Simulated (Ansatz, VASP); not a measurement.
## C in VASP and in Ansatz

File INCAR:

```
PREC = Accurate
ENCUT = 520
EDIFF = 1E-6
ISMEAR = 0
SIGMA = 0.05
LREAL = F
LASPH = T
NELM = 100
ALGO = Normal
ISIF = 2
LWAVE = F
LCHARG = F
GGA = PE
IVDW = 12
NBANDS = 11
```

KPOINTS

```
Automatic mesh
0
Gamma
  15 15 15
```

The input POSCAR:

```
C
1.0
    1.2324809262      0.7115731945      3.3609366220
   -1.2324809262      0.7115731945      3.3609366220
    0.0000000000     -1.4231463891      3.3609366220
C
2
Direct
    0.1524974924      0.1524974924      0.1735775445
    0.8475025076      0.8475025076      0.8264224555
```

Input for Ansatz:

```yaml
crystal:
  lattice:
    - [1.2324809262, 0.7115731945, 3.360936622]
    - [-1.2324809262, 0.7115731945, 3.360936622]
    - [0.0, -1.4231463891, 3.360936622]
  atoms:
    - { symbol: C, position: [0.1524974924, 0.1524974924, 0.1735775445] }
    - { symbol: C, position: [0.8475025076, 0.8475025076, 0.8264224555] }
basis:
  ecutwfc: 520.0
kpoints:
  mp_grid: { grid: [15, 15, 15] }
hamiltonian:
  xc: pbe
  pseudopotentials: { kind: paw, azcp: { folder: soft_1 } }
  dispersion: d3bj
scf:
  occupations: { method: gaussian, width: 0.05 }
output:
  forces: true
  stress: true
  eigenvalues: true
```

Change from the starting cell: mode 4 frozen in at -0.071 Å and mode 6 at -0.030 Å (largest displacements).

Alike in both runs: task single point; functional PBE; dispersion D3(BJ); k mesh 15 × 15 × 15; occupations gaussian, width 0.05 eV; no spin polarisation.

```csv
,VASP,Ansatz
version,VASP 6.6.1,Ansatz 0.2.0
potentials or method,"VASP PAW PBE potentials, release 64 (C), cutoff 520 eV","scalar-relativistic, plane waves, PAW"
valence electrons in the cell,8,8
```

|  | VASP | Ansatz | Ansatz less VASP |
| --- | --- | --- | --- |
| gap on the k mesh at the Fermi level (eV) | 0.09 | 0.09 | 0.000 |
| least direct gap on the mesh (eV) | 0.09 | 0.09 | 0.000 |
| pressure (GPa) | 0.9 | 0.5 | -0.43 |
| traceless stress, the component that is largest in VASP (GPa) | 8.38 | 8.03 | -0.352 |
| rms of the force components (eV/Å) | 2.340 | 2.340 | 0.0000 |

Atom by atom the forces differ by 0.006 eV/Å (rms over components).
